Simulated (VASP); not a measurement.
# Te2Mo (P6_3/mmc) in VASP: further runs

Te2Mo is run at these levels: PBE; tasks: single point.

Program: VASP 6.6.1. These are calculated values, not measurements. Logs are shortened: lines on timing, memory, paths and dates and some standing lists are left out, and cuts for length are marked.

## (1) The cell of the first run

Symmetry: P6_3/mmc, No. 194, hexagonal system. The conventional cell has a = 3.371 Å, b = 3.371 Å, c = 13.391 Å, α = 90.00°, β = 90.00°, γ = 120.00°. Te (site symmetry 3m) has 3 Mo at 2.60 Å and 7 Te at 3.37 to 3.45 Å within 3.5 Å. Mo (site symmetry -6m2) has 6 Te at 2.60 Å and 6 Mo at 3.37 Å within 3.4 Å.

## (2) Single point, PBE

The input, INCAR:

```
SYSTEM = Te2Mo
PREC = Accurate
ENCUT = 520
EDIFF = 1E-6
ISMEAR = -1
SIGMA = 0.05
LREAL = .False.
LASPH = .True.
NELM = 60
ALGO = Normal
ISIF = 2
LWAVE = .False.
LCHARG = .True.
GGA = PE
LELF = .True.
LVHAR = .True.
NBANDS = 35
```

The input, KPOINTS:

```
Automatic mesh
0
Gamma
  8 8 2
  0 0 0
```

The input, POSCAR:

```
Te2Mo
1.0
    3.3714346682      0.0000000000      0.0000000000
   -1.6857173341      2.9197484766      0.0000000000
    0.0000000000      0.0000000000     13.3906769029
Te Mo
4 2
Direct
    0.3333333333      0.6666666667      0.6210000000
    0.6666666667      0.3333333333      0.1210000000
    0.3333333333      0.6666666667      0.8790000000
    0.6666666667      0.3333333333      0.3790000000
    0.3333333333      0.6666666667      0.2500000000
    0.6666666667      0.3333333333      0.7500000000
```

Potentials or basis: VASP PAW PBE potentials, release 64 (Te, Mo_sv).

The run is started by

```sh
> cat potpaw_PBE.64/Te/POTCAR potpaw_PBE.64/Mo_sv/POTCAR > POTCAR
> mpirun -np 1 vasp_std > vasp.out
```

OUTCAR:

```text
SYSTEM = Te2Mo
   PREC = Accurate
   ENCUT = 520
   EDIFF = 1E-6
   ISMEAR = -1
   LREAL = .False.
   LASPH = .True.
   NELM = 60
   ISIF = 2
   GGA = PE

 ion  position               nearest neighbor table
   1  0.333  0.667  0.621-   6 2.60   6 2.60   6 2.60   3 3.45
   2  0.667  0.333  0.121-   5 2.60   5 2.60   5 2.60   4 3.45
   3  0.333  0.667  0.879-   6 2.60   6 2.60   6 2.60   1 3.45
   4  0.667  0.333  0.379-   5 2.60   5 2.60   5 2.60   2 3.45
   5  0.333  0.667  0.250-   2 2.60   4 2.60   2 2.60   4 2.60   2 2.60   4 2.60
   6  0.667  0.333  0.750-   1 2.60   3 2.60   1 2.60   3 2.60   1 2.60   3 2.60

  LATTYP: Found a hexagonal cell.
 ALAT       =     3.3714346682
 C/A-ratio  =     3.9718037633

  Lattice vectors:

 A1 = (   3.3714346682,   0.0000000000,   0.0000000000)
 A2 = (  -1.6857173341,   2.9197484766,   0.0000000000)
 A3 = (   0.0000000000,   0.0000000000,  13.3906769029)

Analysis of symmetry for initial positions (statically):
=====================================================================
 Subroutine PRICEL returns:
 Original cell was already a primitive cell.

 Routine SETGRP: Setting up the symmetry group for a
 hexagonal supercell.

 Subroutine GETGRP returns: Found 24 space group operations
 (whereof 12 operations were pure point group operations)
 out of a pool of 24 trial point group operations.

The static configuration has the point symmetry D_3d.
 The point group associated with its full space group is D_6h.

Analysis of symmetry for dynamics (positions and initial velocities):
=====================================================================
 Subroutine PRICEL returns:
 Original cell was already a primitive cell.

 Routine SETGRP: Setting up the symmetry group for a
 hexagonal supercell.

 Subroutine GETGRP returns: Found 24 space group operations
 (whereof 12 operations were pure point group operations)
 out of a pool of 24 trial point group operations.

The dynamic configuration has the point symmetry D_3d.
 The point group associated with its full space group is D_6h.

 Subroutine INISYM returns: Found 24 space group operations
 (whereof 12 operations are pure point group operations),
 and found     1 'primitive' translations

----------------------------------------------------------------------------------------

                                     Primitive cell

  volume of cell :     131.8144

  direct lattice vectors                    reciprocal lattice vectors
     3.371434668  0.000000000  0.000000000     0.296609633  0.171247628  0.000000000
    -1.685717334  2.919748477  0.000000000     0.000000000  0.342495255  0.000000000
     0.000000000  0.000000000 13.390676903     0.000000000  0.000000000  0.074678824

  length of vectors
     3.371434668  3.371435020 13.390676903     0.342495291  0.342495255  0.074678824

  position of ions in fractional coordinates (direct lattice)
     0.333333333  0.666666667  0.621000000
     0.666666667  0.333333333  0.121000000
     0.333333333  0.666666667  0.879000000
     0.666666667  0.333333333  0.379000000
     0.333333333  0.666666667  0.250000000
     0.666666667  0.333333333  0.750000000

  ion indices of the primitive-cell ions
   primitive index   ion index
                 1           1
                 2           2
                 3           3
                 4           4
                 5           5
                 6           6

----------------------------------------------------------------------------------------

 KPOINTS: Automatic mesh

Automatic generation of k-mesh.
 Grid dimensions read from file:
 generate k-points for:    8    8    2

 Generating k-lattice:

  Cartesian coordinates                     Fractional coordinates (reciprocal lattice)
     0.037076204  0.021405953  0.000000000     0.125000000  0.000000000  0.000000000
     0.000000000  0.042811907  0.000000000     0.000000000  0.125000000  0.000000000
     0.000000000  0.000000000  0.037339412     0.000000000  0.000000000  0.500000000

  Length of vectors
     0.042811911  0.042811907  0.037339412

  Shift w.r.t. Gamma in fractional coordinates (k-lattice)
     0.000000000  0.000000000  0.000000000

 Subroutine IBZKPT returns following result:
 ===========================================

 Found     20 irreducible k-points:

 Following reciprocal coordinates:
            Coordinates               Weight
  0.000000  0.000000  0.000000      1.000000
  0.125000  0.000000  0.000000      6.000000
  0.250000  0.000000  0.000000      6.000000
  0.375000  0.000000  0.000000      6.000000
  0.500000  0.000000  0.000000      3.000000
  0.125000  0.125000  0.000000      6.000000
[... 12 lines left out ...]
  0.250000  0.250000  0.500000      6.000000
  0.375000  0.250000  0.500000      6.000000
   k-points           NKPTS =     20   k-points in BZ     NKDIM =     20   number of bands    NBANDS=     35
   number of dos      NEDOS =    301   number of ions     NIONS =      6
[... 30 lines left out ...]
   EFERMI =   0.00;   METHOD = LEGACY
   ISMEAR =    -1;   SIGMA  =   0.05  broadening in eV -4-tet -1-fermi 0-gaus
   EFERMI_NEDOS =   21; number of points for ismear=-14 and -15
   IALGO  =     38    algorithm
   IMIX   =      4    mixing-type and parameters
     AMIX     =   0.40;   BMIX     =  1.00
     AMIX_MAG =   1.60;   BMIX_MAG =  1.00
  volume/ion in A,a.u.               =      21.97       148.25
  Fermi-wavevector in a.u.,A,eV,Ry     =   1.200665  2.268927 19.614097  1.441595
  Thomas-Fermi vector in A             =   2.336494
   LORBIT       =      0    0 simple, 1 ext, 2 COOP (PROOUT), +10 PAW based schemes
   GGA     = PE    functional components
   LHFCALC =     F    Hartree Fock is set to
   AEXX    =    0.0000 exact exchange contribution
   IVDW    =     0    specifies the selected vdW correction
   LEPSILON=     F    determine dielectric tensor
   LRPA    =     F    only Hartree local field effects (RPA)
 non-spin polarized calculation
  energy-cutoff  :      520.00
  volume of cell :      131.81
 maximum number of plane-waves:      3590
 NGX is ok and might be reduce to    28
   NGX = 13   NGY = 13   NGZ = 49

 number of electron      52.0000003 magnetization

 Free energy of the ion-electron system (eV)
  ---------------------------------------------------
  ext. energy  EPLUGINS =         0.00000000
  ---------------------------------------------------
  free energy    TOTEN  =       -34.75126803 eV

  energy without entropy =      -34.75116110  energy(sigma->0) =      -34.75121457

 E-fermi :  10.3772     XC(G=0): -11.0608

 val. band max:       10.0411101254   @ k =   0.1250   0.0000   0.0000
 cond. band min:      10.7424177982   @ k =   0.2500   0.1250   0.0000
 fundamental gap:      0.7013076728
 Fermi energy:        10.3771774501

 k-point     1 :       0.0000    0.0000    0.0000
  band No.  band energies     occupation
      1     -50.7589      2.00000
      2     -50.7589      2.00000
      3     -25.0540      2.00000
      4     -25.0540      2.00000
      5     -24.8248      2.00000
      6     -24.8248      2.00000
[... 27 lines left out ...]
     34      14.0723      0.00000
     35      16.4144      0.00000

 k-point     2 :       0.1250    0.0000    0.0000
  band No.  band energies     occupation
      1     -50.7561      2.00000
      2     -50.7560      2.00000
      3     -25.0459      2.00000
      4     -25.0459      2.00000
      5     -24.8582      2.00000
      6     -24.8582      2.00000
[... 27 lines left out ...]
     34      13.8112      0.00000
     35      16.9263      0.00000

 k-point     3 :       0.2500    0.0000    0.0000
  band No.  band energies     occupation
      1     -50.7492      2.00000
      2     -50.7492      2.00000
      3     -25.0262      2.00000
      4     -25.0262      2.00000
      5     -24.9381      2.00000
      6     -24.9381      2.00000
[... 27 lines left out ...]
     34      14.2397      0.00000
     35      16.5209      0.00000
[... 571 lines left out ...]
 k-point    19 :       0.2500    0.2500    0.5000
  band No.  band energies     occupation
      1     -50.7394      2.00000
      2     -50.7394      2.00000
      3     -25.0081      2.00000
      4     -25.0081      2.00000
      5     -24.9984      2.00000
      6     -24.9984      2.00000
[... 27 lines left out ...]
     34      14.1890      0.00000
     35      15.7676      0.00000

 k-point    20 :       0.3750    0.2500    0.5000
  band No.  band energies     occupation
      1     -50.7374      2.00000
      2     -50.7374      2.00000
      3     -25.0114      2.00000
      4     -25.0114      2.00000
      5     -24.9926      2.00000
      6     -24.9926      2.00000
[... 27 lines left out ...]
     34      14.0678      0.00000
     35      15.3418      0.00000

------------------------ aborting loop because EDIFF is reached ----------------------------------------

  FORCE on cell =-STRESS in cart. coord.  units (eV):
  Direction    XX          YY          ZZ          XY          YZ          ZX
  --------------------------------------------------------------------------------------
  -------------------------------------------------------------------------------------
  Total       15.8517809     15.8517853     19.9814899      0.0000000     -0.0000000      0.0000000
  in kB      192.6752462    192.6752999    242.8710383      0.0000000     -0.0000000      0.0000000
  external PRESSURE =     209.4071948 kB  Pullay stress =       0.0000000 kB

 VOLUME and BASIS-vectors are now :
 -----------------------------------------------------------------------------
  energy-cutoff  :      520.00
  volume of cell :      131.81
      direct lattice vectors                 reciprocal lattice vectors
     3.371434668  0.000000000  0.000000000     0.296609633  0.171247628  0.000000000
    -1.685717334  2.919748477  0.000000000     0.000000000  0.342495255  0.000000000
     0.000000000  0.000000000 13.390676903     0.000000000  0.000000000  0.074678824

 POSITION                                       TOTAL-FORCE (eV/Angst)
 -----------------------------------------------------------------------------------
     -0.00000      1.94650      8.31561        -0.000000      0.000000     -2.346512
      1.68572      0.97325      1.62027        -0.000000     -0.000000     -2.346512
     -0.00000      1.94650     11.77040         0.000000      0.000000      2.346512
      1.68572      0.97325      5.07507         0.000000      0.000000      2.346512
     -0.00000      1.94650      3.34767         0.000000      0.000000      0.000000
      1.68572      0.97325     10.04301        -0.000000     -0.000000      0.000000
 -----------------------------------------------------------------------------------
    total drift:                               -0.000000      0.000000     -0.000000

  FREE ENERGIE OF THE ION-ELECTRON SYSTEM (eV)
  ---------------------------------------------------
  free  energy   TOTEN  =       -34.7512680331 eV

  energy  without entropy=      -34.7511611047  energy(sigma->0) =      -34.75121457
```

Run time: 83 s. Hardware: 1 thread of Intel Xeon Platinum 8559C (Emerald Rapids), shared host; peak memory 0.29 GiB.

What came out:

```yaml
Free_energy: -34.7513 eV
Pressure: 20.9 GPa
Largest_force: 2.347 eV/Å
Band_gap_on_the_k_mesh: 0.70 eV (least direct gap 1.43 eV)
```

Forces in eV/Å, atoms in the order of the input:
```
Te   0.000  0.000 -2.347
Te   0.000  0.000 -2.347
Te   0.000  0.000  2.347
Te   0.000  0.000  2.347
Mo   0.000  0.000  0.000
Mo   0.000  0.000  0.000
```

Stress tensor (GPa, compression positive):
```
19.27  0.00  0.00
 0.00 19.27  0.00
 0.00  0.00 24.29
```

Caveat: the stress differs along the axes, from 19 to 24 GPa; semilocal functionals underestimate gaps, and a narrow one can read as zero; spin-orbit coupling is left out, which moves the levels of the heavy elements; this functional lacks dispersion, which binds layers or chains, so the pressure and a relaxed spacing across them are unreliable; forces of over 1 eV/Å act on the atoms, so gaps and moduli don't describe the material at rest. A k mesh can miss the band edges.

## (3) Single point, PBE

This run uses another cell than the first one, of 22.97 Å³/atom.

The input, INCAR:

```
SYSTEM = Te2Mo
ALGO = Normal
EDIFF = 1E-7
ENCUT = 520
GGA = PE
ISIF = 2
ISMEAR = -1
LASPH = .TRUE.
LCHARG = .TRUE.
LELF = .TRUE.
LREAL = .FALSE.
LVHAR = .TRUE.
LWAVE = .FALSE.
NBANDS = 35
NELM = 80
PREC = Accurate
SIGMA = 0.05
```

The input, KPOINTS:

```
k-points
0
G
  8 8 2
  0 0 0
```

POSCAR: that of step 2 with these lines changed.

```diff
@@ -2,5 +2,5 @@
 1.0
-    3.3714346682      0.0000000000      0.0000000000
-   -1.6857173341      2.9197484766      0.0000000000
-    0.0000000000      0.0000000000     13.3906769029
+    3.4217620084      0.0000000000      0.0000000000
+   -1.7108810042      2.9633332378      0.0000000000
+    0.0000000000      0.0000000000     13.5905672221
 Te Mo
```

Potentials or basis: VASP PAW PBE potentials, release 64 (Te, Mo_sv).

The run is started by

```sh
> cat potpaw_PBE.64/Te/POTCAR potpaw_PBE.64/Mo_sv/POTCAR > POTCAR
> mpirun -np 1 vasp_std > vasp.out
```

Wall time 1.7 min (1 thread of Intel Xeon Platinum 8559C (Emerald Rapids), shared host); peak memory 0.3 GiB.

It converged, with:

* Free energy: -35.3941 eV
* Pressure: 13.6 GPa
* Largest force: 1.507 eV/Å
* Band gap on the k mesh: 0.77 eV (least direct gap 1.35 eV)

Forces in eV/Å, atoms in the order of the input:
```
Te   0.000  0.000 -1.507
Te   0.000  0.000 -1.507
Te   0.000  0.000  1.507
Te   0.000  0.000  1.507
Mo   0.000  0.000  0.000
Mo   0.000  0.000  0.000
```

Stress tensor (GPa, compression positive):
```
12.52  0.00  0.00
 0.00 12.52  0.00
 0.00  0.00 15.83
```

Levels at points of the mesh, in eV from the valence-band top:
```tsv
k point	band 22	band 23	band 24	band 25	band 26	band 27	band 28	band 29	band 30	band 31
(0.00, 0.00, 0.00)	-1.21	-1.17	-1.17	-0.27	0.00	3.20	3.20	3.35	3.35	3.51
(0.50, 0.00, 0.00)	-1.95	-1.21	-1.17	-0.62	-0.29	1.33	1.40	1.52	1.92	2.81
(0.00, 0.00, 0.50)	-1.19	-1.19	-1.19	-0.08	-0.08	3.24	3.24	3.24	3.24	3.69
(0.50, 0.00, 0.50)	-2.09	-1.16	-1.16	-0.46	-0.46	1.36	1.36	1.74	1.74	3.26
```

Caveat: the cell stands under pressure; semilocal functionals underestimate gaps, and a narrow one can read as zero; spin-orbit coupling is left out, which moves the levels of the heavy elements; this functional lacks dispersion, which binds layers or chains, so the pressure and a relaxed spacing across them are unreliable; forces of over 1 eV/Å act on the atoms, so gaps and moduli don't describe the material at rest.

## (4) Single point, PBE

This run uses another cell than the first one, of 23.97 Å³/atom.

The input, INCAR:

```
  ALGO = Normal
  EDIFF = 1E-7
  ENCUT = 520
  GGA = PE
  ISIF = 2
  ISMEAR = -1
  LASPH = True
  LCHARG = False
  LREAL = False
  LWAVE = False
  NBANDS = 35
  NELM = 100
  PREC = Accurate
  SIGMA = 0.05
```

The input, KPOINTS:

```
k-points
0
Gamma
  8 8 2
```

POSCAR: that of step 3 with these lines changed.

```diff
@@ -2,5 +2,5 @@
 1.0
-    3.4217620084      0.0000000000      0.0000000000
-   -1.7108810042      2.9633332378      0.0000000000
-    0.0000000000      0.0000000000     13.5905672221
+    3.4706509280      0.0000000000      0.0000000000
+   -1.7353254640      3.0056722900      0.0000000000
+    0.0000000000      0.0000000000     13.7847444167
 Te Mo
```

The run is started by

```sh
> cat potpaw_PBE.64/Te/POTCAR potpaw_PBE.64/Mo_sv/POTCAR > POTCAR
> mpirun -np 1 vasp_std > vasp.out
```

Run time: 97 s. Hardware: 1 thread of Intel Xeon Platinum 8559C (Emerald Rapids), shared host; peak memory 0.32 GiB.

Results (log left out):

| Property | Result |
| --- | --- |
| Free energy | -35.7896 eV |
| Pressure | 7.7 GPa |
| Largest force | 0.795 eV/Å |
| Band gap on the k mesh | 0.79 eV (least direct gap 1.27 eV) |

Forces on the atoms (eV/Å):
```
Te   0.000  0.000 -0.795
Te   0.000  0.000 -0.795
Te   0.000  0.000  0.795
Te   0.000  0.000  0.795
Mo   0.000  0.000  0.000
Mo   0.000  0.000  0.000
```

Stress tensor (GPa, compression positive):
```
7.07 0.00 0.00
0.00 7.07 0.00
0.00 0.00 8.98
```

Levels at points of the mesh, in eV from the valence-band top:
```
           k point  band 22  band 23  band 24  band 25  band 26  band 27  band 28  band 29  band 30  band 31
(0.00, 0.00, 0.00)    -1.13    -1.10    -1.10    -0.30     0.00     3.04     3.04     3.18     3.18     3.31
(0.50, 0.00, 0.00)    -1.87    -1.11    -1.06    -0.62    -0.31     1.29     1.36     1.49     1.85     2.70
(0.00, 0.00, 0.50)    -1.11    -1.11    -1.11    -0.08    -0.08     3.09     3.09     3.09     3.09     3.48
(0.50, 0.00, 0.50)    -2.00    -1.06    -1.06    -0.46    -0.46     1.32     1.32     1.69     1.69     3.15
```

Caveat: the cell stands under pressure; semilocal functionals underestimate gaps, and a narrow one can read as zero; spin-orbit coupling is left out, which moves the levels of the heavy elements; this functional lacks dispersion, which binds layers or chains, so the pressure and a relaxed spacing across them are unreliable.

## (5) Single point, PBE

This run uses another cell than the first one, of 24.96 Å³/atom.

The input, INCAR:

```
  ALGO = Normal
  EDIFF = 1E-6
  ENCUT = 520
  GGA = PE
  ISIF = 2
  ISMEAR = -1
  LASPH = T
  LCHARG = F
  LREAL = F
  LWAVE = F
  NBANDS = 35
  NELM = 100
  PREC = Accurate
  SIGMA = 0.05
```

KPOINTS is that of step 4.

POSCAR: that of step 4 with these lines changed.

```diff
@@ -2,5 +2,5 @@
 1.0
-    3.4706509280      0.0000000000      0.0000000000
-   -1.7353254640      3.0056722900      0.0000000000
-    0.0000000000      0.0000000000     13.7847444167
+    3.5182000000      0.0000000000      0.0000000000
+   -1.7591000000      3.0468510000      0.0000000000
+    0.0000000000      0.0000000000     13.9736000000
 Te Mo
```

The run is started by

```sh
> cat potpaw_PBE.64/Te/POTCAR potpaw_PBE.64/Mo_sv/POTCAR > POTCAR
> mpirun -np 1 vasp_std > vasp.out
```

Run time: 95 s. Hardware: 1 thread of Intel Xeon Platinum 8559C (Emerald Rapids), shared host; peak memory 0.31 GiB.

It converged, with:

| Quantity | Value |
| --- | --- |
| Free energy | -35.9862 eV |
| Pressure | 2.9 GPa |
| Largest force | 0.188 eV/Å |
| Band gap on the k mesh | 0.80 eV (least direct gap 1.21 eV) |

Forces on the atoms (eV/Å):
```
Te   0.000  0.000 -0.188
Te   0.000  0.000 -0.188
Te   0.000  0.000  0.188
Te   0.000  0.000  0.188
Mo   0.000  0.000  0.000
Mo   0.000  0.000  0.000
```

Stress tensor (GPa, compression positive):
```
2.69 0.00 0.00
0.00 2.69 0.00
0.00 0.00 3.45
```

Levels at points of the mesh, in eV from the valence-band top:
```
           k point  band 24  band 25  band 26  band 27  band 28  band 29
(0.00, 0.00, 0.00)    -1.03    -0.32     0.00     2.90     2.90     3.03
(0.50, 0.00, 0.00)    -0.96    -0.61    -0.32     1.26     1.32     1.45
(0.00, 0.00, 0.50)    -1.04    -0.08    -0.08     2.94     2.94     2.94
(0.50, 0.00, 0.50)    -0.97    -0.47    -0.47     1.28     1.28     1.64
```

Caveat: semilocal functionals underestimate gaps, and a narrow one can read as zero; spin-orbit coupling is left out, which moves the levels of the heavy elements; this functional lacks dispersion, which binds layers or chains, so the pressure and a relaxed spacing across them are unreliable.

## (6) Overview

| cell | gap on the mesh (eV) | pressure (GPa) | largest force (eV/Å) |
| --- | --- | --- | --- |
| a = 3.371, b = 3.371, c = 13.391 Å, angles 90.0, 90.0, 120.0°, 6 atoms | 0.70 | 20.9 | 2.35 |
| a = 3.422, b = 3.422, c = 13.591 Å, angles 90.0, 90.0, 120.0°, 6 atoms | 0.77 | 13.6 | 1.51 |
| a = 3.471, b = 3.471, c = 13.785 Å, angles 90.0, 90.0, 120.0°, 6 atoms | 0.79 | 7.7 | 0.80 |
| a = 3.518, b = 3.518, c = 13.974 Å, angles 90.0, 90.0, 120.0°, 6 atoms | 0.80 | 2.9 | 0.19 |

Alike in all rows: task single point; level PBE; potentials or basis VASP PAW PBE potentials, release 64 (Te, Mo_sv); no spin polarisation; k mesh 8 × 8 × 2; cutoff (eV) 520; smearing fermi-dirac 0.05 eV.

Caveats: semilocal functionals underestimate gaps, and a narrow one can read as zero; spin-orbit coupling is left out, which moves the levels of the heavy elements; this functional lacks dispersion, which binds layers or chains, so the pressure and a relaxed spacing across them are unreliable; forces of over 1 eV/Å act on the atoms, so gaps and moduli don't describe the material at rest (at least some runs); the cell stands under pressure (at least some runs); the stress differs along the axes, from 19 to 24 GPa (at least some runs).

Absolute energies hang on the potentials; compare differences alone.
